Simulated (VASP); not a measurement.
Wanted: the native input for a VASP 6.6.1 run.

```yaml
Task: relaxation of cell and atoms
Functional: r2SCAN
Potentials_or_basis: VASP PAW PBE potentials, release 64 (K_sv, F)
Cutoff: 600 eV
k_mesh: 8 × 8 × 8
Occupations: fermi-dirac, width 0.02 eV
Spin: no spin polarisation
Dipole_correction: no
Further_INCAR_settings: ALGO = Normal; EDIFF = 1e-06; IBRION = 2; EDIFFG = -0.005; NSW = 80; ISIF = 3
```

The system is KF.

```
CELL_PARAMETERS angstrom
0.00000 2.71027 2.71027
2.71027 0.00000 2.71027
2.71027 2.71027 0.00000
ATOMIC_POSITIONS crystal
K 0.00000 0.00000 0.00000
F 0.50000 0.50000 0.50000
```

One way to write it, as run:

POSCAR

```
KF
1.0
    0.0000000000      2.7102693906      2.7102693906
    2.7102693906      0.0000000000      2.7102693906
    2.7102693906      2.7102693906      0.0000000000
K F
1 1
Direct
    0.0000000000      0.0000000000      0.0000000000
    0.5000000000      0.5000000000      0.5000000000
```

INCAR.step1

```
PREC = Accurate
ENCUT = 600
ISMEAR = -1
SIGMA = 0.02
LREAL = False
LASPH = True
NELM = 100
GGA = PE
ALGO = Normal
EDIFF = 1E-4
LWAVE = True
LCHARG = False
```

INCAR.step2

```
PREC = Accurate
ENCUT = 600
EDIFF = 1E-6
ISMEAR = -1
SIGMA = 0.02
LREAL = False
LASPH = True
NELM = 100
ALGO = Normal
ISIF = 3
LWAVE = False
LCHARG = False
METAGGA = R2SCAN
LMIXTAU = True
IBRION = 2
NSW = 80
EDIFFG = -0.005
ISTART = 1
```

KPOINTS

```
Automatic mesh
0
Gamma
  8 8 8
```

Potentials or basis: VASP PAW PBE potentials, release 64 (K_sv, F).

Launch:

```sh
$ cat potpaw_PBE.64/K_sv/POTCAR potpaw_PBE.64/F/POTCAR > POTCAR
$ cp INCAR.step1 INCAR
$ mpirun -np 1 vasp_std > vasp.out
$ cp INCAR.step2 INCAR
$ mpirun -np 1 vasp_std > vasp.out
```

It gave:

| Item | Value |
| --- | --- |
| Relaxed volume | 18.77 Å³/atom |
| Relaxed cell | a = 3.758 Å, b = 3.758 Å, c = 3.758 Å, α = 60.00°, β = 60.00°, γ = 60.00° |
| Space group after relaxing (to 0.05 Å) | Fm-3m (No. 225) |
| Energy gained by relaxing | 6.9 meV/atom |
| Ionic steps | 4 |
| Pressure after relaxing | 0.0 GPa |
| Band gap on the k mesh | 6.92 eV, direct |

Caveat: the PAW data sets were made with another functional, which shifts forces and pressure a little.

Wall time 82 s on 1 thread of Intel(R) Xeon(R) 6975P-C (Granite Rapids) (shared host), peak memory 0.2 GiB.
